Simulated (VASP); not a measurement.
Wanted: the native input for a VASP 6.6.1 run.

* Task: single point
* Functional: PBEsol
* Potentials or basis: VASP PAW PBE potentials, release 64 (Cu)
* Cutoff: 520 eV
* k mesh: 1 × 1 × 14
* Occupations: gaussian, width 0.05 eV
* Spin: collinear spin, ferromagnetic start
* Starting moments: [0.5, 0.5, 0.5, 0.5] μB
* Dipole correction: no
* Further INCAR settings: ALGO = Normal; EDIFF = 1e-06; NBANDS = 34

The structure of Cu lies in POSCAR:

```
Cu
1.0
   11.4000000000      0.0000000000      0.0000000000
    0.0000000000      9.3000000000      0.0000000000
    0.0000000000      0.0000000000      4.5354322177
Cu
4
Direct
    0.3955657055      0.5000000000      0.0000000000
    0.3955657055      0.5000000000      0.5000000000
    0.6044342945      0.5000000000      0.0000000000
    0.6044342945      0.5000000000      0.5000000000
```

These files were run (other wordings do the same):

INCAR

```
SYSTEM = Cu
PREC = Accurate ; ENCUT = 520
EDIFF = 1E-6 ; ISMEAR = 0
SIGMA = 0.05 ; LREAL = .False.
LASPH = .True. ; NELM = 150
ALGO = Normal ; ISIF = 2
LWAVE = .False. ; LCHARG = .False.
ISPIN = 2 ; MAGMOM = 0.5 0.5 0.5 0.5
LORBIT = 11 ; LMAXMIX = 4
GGA = PS ; NBANDS = 34
```

KPOINTS

```
regular mesh
0
Gamma
  1 1 14
  0 0 0
```

Potentials or basis: VASP PAW PBE potentials, release 64 (Cu).

Launch:

```sh
$ cat potpaw_PBE.64/Cu/POTCAR > POTCAR
$ mpirun -np 1 vasp_std > vasp.out
```

Results of the run:

| Quantity | Value |
| --- | --- |
| Largest force | 0.669 eV/Å |
| Band gap on the k mesh | 0.10 eV |
| Net moment | 0.00 μB per cell |
| Valence electrons inside the program's atomic spheres | Cu 9.93 |

Caveat: the PAW data sets were made with another functional, which shifts forces and pressure a little.

Wall time 3.8 min on 1 thread of Intel(R) Xeon(R) 6975P-C (Granite Rapids) (shared host), peak memory 0.75 GiB.
